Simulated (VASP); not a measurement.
Wanted: the native input for a VASP 6.6.1 run.

| Item | Value |
| --- | --- |
| Task | single point |
| Functional | PBEsol |
| Potentials or basis | VASP PAW PBE potentials, release 64 (In_d, Sb) |
| Cutoff | 520 eV |
| k mesh | 10 × 10 × 10 |
| Occupations | gaussian, width 0.15 eV |
| Spin | no spin polarisation |
| Dipole correction | no |
| Further INCAR settings | ALGO = Normal; EDIFF = 1e-06; NBANDS = 22 |

The structure of InSb3 lies in POSCAR:

```
InSb3
1.0
    4.5810527410      0.0000000000      0.0000000000
    0.0000000000      4.5810527410      0.0000000000
    0.0000000000      0.0000000000      5.1720085446
In Sb
1 3
Direct
    0.0000000000      0.0000000000      0.0000000000
    0.5000000000      0.0000000000      0.5000000000
    0.0000000000      0.5000000000      0.5000000000
    0.5000000000      0.5000000000      0.0000000000
```

This cell differs from its parent crystal: volume 27.135 Å^3 an atom, c/a of the conventional cell 1.1290.

The input as run:

INCAR

```
SYSTEM = InSb3
PREC = Accurate ; ENCUT = 520
EDIFF = 1E-6 ; ISMEAR = 0
SIGMA = 0.15 ; LREAL = .False.
LASPH = .True. ; NELM = 60
ALGO = Normal ; ISIF = 2
LWAVE = .False. ; LCHARG = .False.
GGA = PS ; NBANDS = 22
```

KPOINTS

```
Automatic mesh
0
Gamma
  10 10 10
  0 0 0
```

Potentials or basis: VASP PAW PBE potentials, release 64 (In_d, Sb).

Launch:

```sh
$ cat potpaw_PBE.64/In_d/POTCAR potpaw_PBE.64/Sb/POTCAR > POTCAR
$ mpirun -np 1 vasp_std > vasp.out
```

Results of the run:

```
Pressure               : -1.5 GPa
Band gap on the k mesh : zero (band 14 reaches 10.46 eV, above the bottom of band 15 at 6.55 eV)
```

Caveat: the PAW data sets were made with another functional, which shifts forces and pressure a little; spin-orbit coupling is left out, which moves the levels of the heavy elements.

It took 92 s on 1 thread of Intel(R) Xeon(R) Platinum 8559C (Emerald Rapids), with other jobs on the host, peak memory 0.41 GiB.
